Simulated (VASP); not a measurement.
# Si64C (a cell with a defect) in VASP: settings compared

Aim: see how the results for Si64C (a cell with a defect) move with the level of theory and the settings. Levels: PBEsol, r2SCAN. Tasks: single point.

Everything below comes from runs of VASP 6.6.1. Logs are shortened: lines on timing, memory, paths and dates and some standing lists are left out, and cuts for length are marked.

### 1 The cell of the first run

The cell holds a defect, 65 atoms: a = 10.866 Å, b = 10.866 Å, c = 10.866 Å, α = 90.00°, β = 90.00°, γ = 90.00°.

### 2 Single point, PBEsol, collinear spin

The input, INCAR:

```
  PREC = Accurate
  ENCUT = 520
  EDIFF = 1E-7
  ISMEAR = -1
  SIGMA = 0.05
  LREAL = Auto
  LASPH = True
  NELM = 150
  ALGO = Normal
  ISIF = 2
  LWAVE = False
  LCHARG = False
  ISPIN = 2
  MAGMOM = 0 0 0 0 0 0 0 0.333 0 0 0 0 0 0 0 0.333 0 0 0 0 0 0 0 0 0 0.333 0 0 0 0 0 0 0 0 0 0 0 0 0 0 0 0 0.333 0 0 0 0 0 0 0 0 0 0 0 0 0 0 0 0 0 0.333 0 0 0 0.333
  LORBIT = 11
  GGA = PS
  NBANDS = 172
  NELECT = 262.0
  ISYM = 0
  LUSENCCL = False
```

The input, KPOINTS:

```
Automatic mesh
0
Gamma
  1 1 1
  0.25 0.25 0.25
```

The input, POSCAR:

```
Si64C
1.0
   10.8655790000      0.0000000000      0.0000000000
    0.0000000000     10.8655790000      0.0000000000
    0.0000000000      0.0000000000     10.8655790000
Si C
64 1
Direct
    0.0012550000      0.0011790000      0.0020090000
    0.9945330000      0.9936970000      0.4979620000
    0.9985720000      0.5024260000      0.0022140000
    0.0004550000      0.5001480000      0.5009870000
    0.5025380000      0.9979200000      0.0013380000
    0.5000350000      0.0006870000      0.5011550000
    0.5006150000      0.5005340000      0.0014270000
    0.4125740000      0.4072410000      0.4637350000
    0.1265070000      0.1262280000      0.1288040000
    0.1131520000      0.1127190000      0.6309670000
    0.1330200000      0.6228080000      0.1294540000
    0.1292720000      0.6246060000      0.6233710000
    0.6236000000      0.1319980000      0.1277580000
    0.6239450000      0.1300070000      0.6232610000
    0.6301780000      0.6303880000      0.1182440000
    0.6142070000      0.6141660000      0.5977610000
    0.2518640000      0.2514550000      0.0056030000
    0.2354080000      0.2362730000      0.5116130000
    0.2508420000      0.7493980000      0.0016950000
    0.2623000000      0.7439120000      0.4996680000
    0.7496510000      0.2509240000      0.0008720000
    0.7439890000      0.2618660000      0.4993600000
    0.7536730000      0.7535460000      0.9939630000
    0.7488440000      0.7493170000      0.4975140000
    0.3785650000      0.3770950000      0.1300640000
    0.3498990000      0.3511830000      0.6537330000
    0.3751900000      0.8782110000      0.1244780000
    0.3754130000      0.8765260000      0.6270640000
    0.8780320000      0.3750840000      0.1244590000
    0.8768780000      0.3747740000      0.6268220000
    0.8767150000      0.8763360000      0.1257880000
    0.8718510000      0.8717000000      0.6242520000
    0.2547040000      0.0039640000      0.2538550000
    0.2482510000      0.9976140000      0.7536560000
    0.2658450000      0.5008330000      0.2670630000
    0.2422610000      0.4998440000      0.7592010000
    0.7522590000      0.0059860000      0.2477800000
    0.7487440000      0.0016340000      0.7468770000
    0.7581050000      0.5078350000      0.2422480000
    0.7409220000      0.4987040000      0.7395820000
    0.3768730000      0.1326070000      0.3831850000
    0.3739470000      0.1215000000      0.8820410000
    0.4082070000      0.6288080000      0.3797030000
    0.3763630000      0.6249520000      0.8756710000
    0.8737180000      0.1321800000      0.3766810000
    0.8732260000      0.1243610000      0.8774390000
    0.8809330000      0.6296430000      0.3742590000
    0.8729650000      0.6233070000      0.8690150000
    0.0037430000      0.2542290000      0.2531810000
    0.9983590000      0.2480870000      0.7534260000
    0.0063750000      0.7519530000      0.2478290000
    0.0014360000      0.7489100000      0.7473530000
    0.5032370000      0.2639200000      0.2654540000
    0.4989910000      0.2432380000      0.7586240000
    0.5079230000      0.7583910000      0.2420150000
    0.4992490000      0.7405910000      0.7397000000
    0.1312470000      0.3762500000      0.3828660000
    0.1215370000      0.3736420000      0.8824820000
    0.1325990000      0.8728970000      0.3767000000
    0.1243810000      0.8727880000      0.8779140000
    0.6289880000      0.4068810000      0.3798020000
    0.6246770000      0.3763450000      0.8753490000
    0.6291520000      0.8811130000      0.3742480000
    0.6237380000      0.8725190000      0.8684780000
    0.5339640000      0.5340480000      0.4628490000
```

Potentials or basis: VASP PAW PBE potentials, release 64 (Si, C).

Launch:

```console
> cat potpaw_PBE.64/Si/POTCAR potpaw_PBE.64/C/POTCAR > POTCAR
> mpirun -np 1 vasp_std > vasp.out
```

OUTCAR:

```text
PREC = Accurate
   ENCUT = 520
   EDIFF = 1E-7
   ISMEAR = -1
   LREAL = Auto
   LASPH = True
   NELM = 150
   ISIF = 2
   ISPIN = 2
   LORBIT = 11
   GGA = PS
   NELECT = 262.0
   ISYM = 0

 ion  position               nearest neighbor table
   1  0.001  0.001  0.002-  31 2.34  60 2.36  46 2.36   9 2.37
   2  0.995  0.994  0.498-  32 2.33  10 2.33  59 2.39  45 2.39
   3  0.999  0.502  0.002-  29 2.32  58 2.33  48 2.38  11 2.40
   4  0.000  0.500  0.501-  57 2.34  30 2.35  12 2.36  47 2.36
   5  0.503  0.998  0.001-  27 2.32  42 2.33  64 2.38  13 2.40
   6  0.500  0.001  0.501-  41 2.34  28 2.35  14 2.36  63 2.36
   7  0.501  0.501  0.001-  25 2.35  62 2.35  44 2.35  15 2.36
   8  0.413  0.407  0.464-  65 1.91  26 2.26  61 2.52  43 2.58  18 2.73  53 2.83  35 2.85  41 3.13

   9  0.127  0.126  0.129-  17 2.34  49 2.35  33 2.36   1 2.37
  10  0.113  0.113  0.631-  18 2.29   2 2.33  50 2.34  34 2.34
  11  0.133  0.623  0.129-  19 2.34  51 2.35   3 2.40  35 2.46
  12  0.129  0.625  0.623-  36 2.35   4 2.36  52 2.36  20 2.36
  13  0.624  0.132  0.128-  21 2.33  37 2.35   5 2.40  53 2.45
  14  0.624  0.130  0.623-  54 2.35   6 2.36  22 2.36  38 2.36
  15  0.630  0.630  0.118-  23 2.33  55 2.35  39 2.35   7 2.36
  16  0.614  0.614  0.598-  65 1.91  24 2.34  56 2.41  40 2.42
  17  0.252  0.251  0.006-   9 2.34  42 2.36  58 2.36  25 2.36
  18  0.235  0.236  0.512-  10 2.29  26 2.34  57 2.36  41 2.36   8 2.73
  19  0.251  0.749  0.002-  11 2.34  60 2.34  44 2.36  27 2.36
  20  0.262  0.744  0.500-  28 2.35  12 2.36  59 2.39  43 2.40
  21  0.750  0.251  0.001-  13 2.33  46 2.34  62 2.36  29 2.36
  22  0.744  0.262  0.499-  30 2.35  14 2.36  61 2.39  45 2.40
  23  0.754  0.754  0.994-  15 2.33  64 2.35  48 2.35  31 2.37
  24  0.749  0.749  0.498-  32 2.33  16 2.34  63 2.35  47 2.35
[... 27 lines left out ...]
  52  0.001  0.749  0.747-  32 2.36  48 2.36  12 2.36  60 2.37
  53  0.503  0.264  0.265-  25 2.35  41 2.36  61 2.41  13 2.45   8 2.83
  54  0.499  0.243  0.759-  26 2.30  42 2.32  14 2.35  62 2.36
  55  0.508  0.758  0.242-  43 2.32  27 2.33  15 2.35  63 2.36
  56  0.499  0.741  0.740-  28 2.34  44 2.35  16 2.41  64 2.42
  57  0.131  0.376  0.383-   4 2.34  18 2.36  35 2.36  49 2.38
  58  0.122  0.374  0.882-  36 2.32   3 2.33  17 2.36  50 2.37
  59  0.133  0.873  0.377-  51 2.36  33 2.36   2 2.39  20 2.39
  60  0.124  0.873  0.878-  34 2.34  19 2.34   1 2.36  52 2.37
  61  0.629  0.407  0.380-  65 1.95  39 2.32  22 2.39  53 2.41   8 2.52
  62  0.625  0.376  0.875-   7 2.35  40 2.35  21 2.36  54 2.36
  63  0.629  0.881  0.374-  37 2.35  24 2.35   6 2.36  55 2.36
  64  0.624  0.873  0.868-  23 2.35  38 2.36   5 2.38  56 2.42
  65  0.534  0.534  0.463-   8 1.91  16 1.91  43 1.93  61 1.95

IMPORTANT INFORMATION: All symmetrisations will be switched off!
NOSYMM: (Re-)initialisation of all symmetry stuff for point group C_1.

----------------------------------------------------------------------------------------

                                     Primitive cell

  volume of cell :    1282.7990

  direct lattice vectors                    reciprocal lattice vectors
    10.865579000  0.000000000  0.000000000     0.092033752  0.000000000  0.000000000
     0.000000000 10.865579000  0.000000000     0.000000000  0.092033752  0.000000000
     0.000000000  0.000000000 10.865579000     0.000000000  0.000000000  0.092033752

  length of vectors
    10.865579000 10.865579000 10.865579000     0.092033752  0.092033752  0.092033752

  position of ions in fractional coordinates (direct lattice)
     0.001255000  0.001179000  0.002009000
     0.994533000  0.993697000  0.497962000
     0.998572000  0.502426000  0.002214000
     0.000455000  0.500148000  0.500987000
     0.502538000  0.997920000  0.001338000
     0.500035000  0.000687000  0.501155000
[... 57 lines left out ...]
     0.623738000  0.872519000  0.868478000
     0.533964000  0.534048000  0.462849000

  ion indices of the primitive-cell ions
   primitive index   ion index
                 1           1
                 2           2
                 3           3
                 4           4
                 5           5
                 6           6
[... 57 lines left out ...]
                64          64
                65          65

----------------------------------------------------------------------------------------

 KPOINTS: Automatic mesh

Automatic generation of k-mesh.
 Grid dimensions read from file:
[... 49 lines left out ...]
   NFREE  =      0    steps in history (QN), initial steepest desc. (CG)
   ISIF   =      2    stress and relaxation
   ISYM   =      0    0-nonsym 1-usesym 2-fastsym
   POTIM  = 0.5000    time-step for ionic-motion
   TEBEG  =    0.0;   TEEND  =   0.0 temperature during run
   PSTRESS=    0.0 pullay stress
   NELECT =     262.0000    total number of electrons
   NUPDOWN=      -1.0000    fix difference up-down
   EMIN   =  10.00;   EMAX   =-10.00  energy-range for DOS
   EFERMI =   0.00;   METHOD = LEGACY
   ISMEAR =    -1;   SIGMA  =   0.05  broadening in eV -4-tet -1-fermi 0-gaus
   EFERMI_NEDOS =   21; number of points for ismear=-14 and -15
   IALGO  =     38    algorithm
   IMIX   =      4    mixing-type and parameters
     AMIX     =   0.40;   BMIX     =  1.00
     AMIX_MAG =   1.60;   BMIX_MAG =  1.00
  volume/ion in A,a.u.               =      19.74       133.18
  Fermi-wavevector in a.u.,A,eV,Ry     =   0.964101  1.821886 12.646481  0.929490
  Thomas-Fermi vector in A             =   2.093703
   LORBIT       =     11    0 simple, 1 ext, 2 COOP (PROOUT), +10 PAW based schemes
   GGA     = PS    functional components
   LHFCALC =     F    Hartree Fock is set to
   AEXX    =    0.0000 exact exchange contribution
   IVDW    =     0    specifies the selected vdW correction
   LEPSILON=     F    determine dielectric tensor
   LRPA    =     F    only Hartree local field effects (RPA)
 spin polarized calculation
  energy-cutoff  :      520.00
  volume of cell :     1282.80
 maximum number of plane-waves:     34484
 NGX is ok and might be reduce to    84
   NGX = 41   NGY = 41   NGZ = 41

 number of electron     261.9999998 magnetization       0.0002243

 Free energy of the ion-electron system (eV)
  ---------------------------------------------------
  ext. energy  EPLUGINS =         0.00000000
  ---------------------------------------------------
  free energy    TOTEN  =      -361.14673559 eV

  energy without entropy =     -361.07276094  energy(sigma->0) =     -361.10974827

 E-fermi :   6.4293     XC(G=0):  -9.6256

 val. band max:        6.3812698433   @ k =   0.2500  -0.2500   0.2500
 cond. band min:       6.4702299307   @ k =  -0.2500  -0.2500   0.2500
 fundamental gap:      0.0889600873
 Fermi energy:         6.4292570566

 spin component 1

 k-point     1 :       0.2500    0.2500    0.2500
  band No.  band energies     occupation
      1      -7.5991      1.00000
      2      -5.9094      1.00000
      3      -5.4837      1.00000
      4      -5.4246      1.00000
      5      -5.2571      1.00000
      6      -4.9724      1.00000
[... 573 lines left out ...]
    142       7.6444      0.00000
    143       7.6803      0.00000
 Fermi energy:         6.4292570566

 spin component 2

 k-point     1 :       0.2500    0.2500    0.2500
  band No.  band energies     occupation
      1      -7.5991      1.00000
      2      -5.9094      1.00000
      3      -5.4837      1.00000
      4      -5.4246      1.00000
      5      -5.2571      1.00000
      6      -4.9724      1.00000
[... 573 lines left out ...]
    142       7.6444      0.00000
    143       7.6803      0.00000
 [bands above 143 left out]

------------------------ aborting loop because EDIFF is reached ----------------------------------------

  FORCE on cell =-STRESS in cart. coord.  units (eV):
  Direction    XX          YY          ZZ          XY          YZ          ZX
  --------------------------------------------------------------------------------------
  -------------------------------------------------------------------------------------
  Total       16.0580097     15.8888262     17.9805168      6.0298600     -8.2217275     -8.5394998
  in kB       20.0559703     19.8446652     22.4571237      7.5311134    -10.2686899    -10.6655780
  external PRESSURE =      20.7859197 kB  Pullay stress =       0.0000000 kB

 VOLUME and BASIS-vectors are now :
 -----------------------------------------------------------------------------
  energy-cutoff  :      520.00
  volume of cell :     1282.80
      direct lattice vectors                 reciprocal lattice vectors
    10.865579000  0.000000000  0.000000000     0.092033752  0.000000000  0.000000000
     0.000000000 10.865579000  0.000000000     0.000000000  0.092033752  0.000000000
     0.000000000  0.000000000 10.865579000     0.000000000  0.000000000  0.092033752

 POSITION                                       TOTAL-FORCE (eV/Angst)
 -----------------------------------------------------------------------------------
      0.01364      0.01281      0.02183         0.060077      0.068808     -0.003069
     10.80618     10.79709      5.41065         0.038222      0.070784     -0.024770
     10.85006      5.45915      0.02406         0.096487      0.165450     -0.008743
      0.00494      5.43440      5.44351         0.069669      0.121957      0.025597
      5.46037     10.84298      0.01454         0.163602      0.099398     -0.004572
      5.43317      0.00746      5.44534         0.096869      0.093980      0.013611
[... 57 lines left out ...]
      6.77727      9.48042      9.43652        -0.116849     -0.087085     -0.054436
      5.80183      5.80274      5.02912         0.146723      0.134113      0.285423
 -----------------------------------------------------------------------------------
    total drift:                                0.011778      0.010672      0.010816

  FREE ENERGIE OF THE ION-ELECTRON SYSTEM (eV)
  ---------------------------------------------------
  free  energy   TOTEN  =      -361.1467355915 eV

  energy  without entropy=     -361.0727609399  energy(sigma->0) =     -361.10974827

 total charge

# of ion       s       p       d       tot
------------------------------------------
    1        0.753   0.939   0.000   1.693
    2        0.756   0.935   0.000   1.690
    3        0.755   0.932   0.000   1.688
    4        0.753   0.941   0.000   1.695
    5        0.756   0.933   0.000   1.689
    6        0.753   0.942   0.000   1.695
[... 57 lines left out ...]
   64        0.756   0.918   0.000   1.674
   65        0.843   1.589   0.000   2.432
--------------------------------------------------
tot         49.267  61.311   0.000 110.578

 magnetization (x)

# of ion       s       p       d       tot
------------------------------------------
    1       -0.000  -0.000   0.000  -0.000
    2        0.000  -0.000   0.000  -0.000
    3        0.000  -0.000   0.000   0.000
    4        0.000   0.000   0.000   0.000
    5        0.000  -0.000   0.000   0.000
    6        0.000   0.000   0.000   0.000
[... 57 lines left out ...]
   64       -0.000  -0.000   0.000  -0.000
   65       -0.000   0.000   0.000  -0.000
--------------------------------------------------
tot          0.000   0.000   0.000   0.000
```

It took 5.2 min on 1 × NVIDIA H100 80GB with 1 thread of AMD EPYC 7R13 (Zen 3), shared host; peak memory 2.5 GiB.

Results:

| Property | Result |
| --- | --- |
| Free energy | -361.1467 eV |
| Largest force | 0.348 eV/Å |
| Net moment | 0.00 μB per cell |
| Valence electrons inside the program's atomic spheres | Si 1.69, 1.70, 1.68, 1.72, 1.64, 1.71, 1.75, 1.65, 1.67 (each value once); C 2.43 |

Forces in eV/Å, atoms in the order of the input:
```
Si   0.060  0.069 -0.003
Si   0.038  0.071 -0.025
Si   0.096  0.165 -0.009
Si   0.070  0.122  0.026
Si   0.164  0.099 -0.005
Si   0.097  0.094  0.014
Si   0.083  0.090 -0.004
Si  -0.026  0.060 -0.012
Si  -0.072 -0.088  0.007
Si  -0.079 -0.099 -0.017
Si  -0.117 -0.304  0.037
Si  -0.059 -0.086 -0.009
Si  -0.285 -0.145  0.053
Si  -0.065 -0.082 -0.001
Si  -0.102 -0.125  0.023
Si  -0.051 -0.065 -0.074
Si   0.098  0.098  0.016
Si   0.070  0.036 -0.066
Si   0.170  0.068 -0.019
Si   0.039  0.055 -0.019
Si   0.081  0.173 -0.015
Si   0.103  0.014 -0.002
Si   0.092  0.080 -0.044
Si   0.017 -0.008 -0.006
Si  -0.130 -0.116 -0.044
Si   0.002 -0.019 -0.127
Si  -0.145 -0.081 -0.012
Si  -0.080 -0.071  0.013
Si  -0.098 -0.144 -0.014
Si  -0.084 -0.070  0.010
Si  -0.034 -0.030  0.003
Si  -0.046 -0.026  0.053
Si   0.083  0.037  0.020
Si   0.120  0.067  0.049
Si   0.030  0.120 -0.076
Si   0.081  0.217  0.087
Si   0.043  0.079  0.063
Si   0.054  0.060  0.057
Si   0.059  0.083  0.135
Si   0.114  0.245  0.066
Si  -0.128 -0.110 -0.093
Si  -0.089 -0.087 -0.010
Si  -0.079 -0.092 -0.041
Si  -0.142 -0.067 -0.003
Si  -0.043 -0.075 -0.043
Si  -0.072 -0.100 -0.029
Si  -0.055 -0.066 -0.094
Si  -0.101 -0.129 -0.072
Si   0.026  0.087  0.028
Si   0.041  0.111  0.051
Si   0.062  0.039  0.063
Si   0.034  0.041  0.056
Si   0.102  0.025 -0.079
Si   0.194  0.064  0.090
Si   0.069  0.052  0.130
Si   0.216  0.090  0.062
Si  -0.087 -0.115 -0.099
Si  -0.076 -0.083 -0.009
Si  -0.052 -0.009 -0.056
Si  -0.085 -0.062 -0.029
Si  -0.057 -0.028 -0.085
Si  -0.059 -0.134  0.002
Si  -0.041 -0.040 -0.102
Si  -0.117 -0.087 -0.054
C    0.147  0.134  0.285
```

Levels at points of the mesh, in eV from the Fermi level:
Spin up:
```tsv
k point	band 128	band 129	band 130	band 131	band 132	band 133	band 134	band 135
(0.25, 0.25, 0.25)	-0.98	-0.95	-0.70	-0.18	0.08	0.32	0.49	0.55
```
Spin down:
```tsv
k point	band 129	band 130	band 131	band 132	band 133	band 134
(0.25, 0.25, 0.25)	-0.95	-0.70	-0.18	0.08	0.32	0.49
```

Caveat: the cell carries a net charge on a neutralising background, which shifts energy and pressure; the cell is charged against a uniform background, so pressure and absolute levels hang on convention; the PAW data sets were made with another functional, which shifts forces and pressure a little.

(Continued in part 2 of 2.)
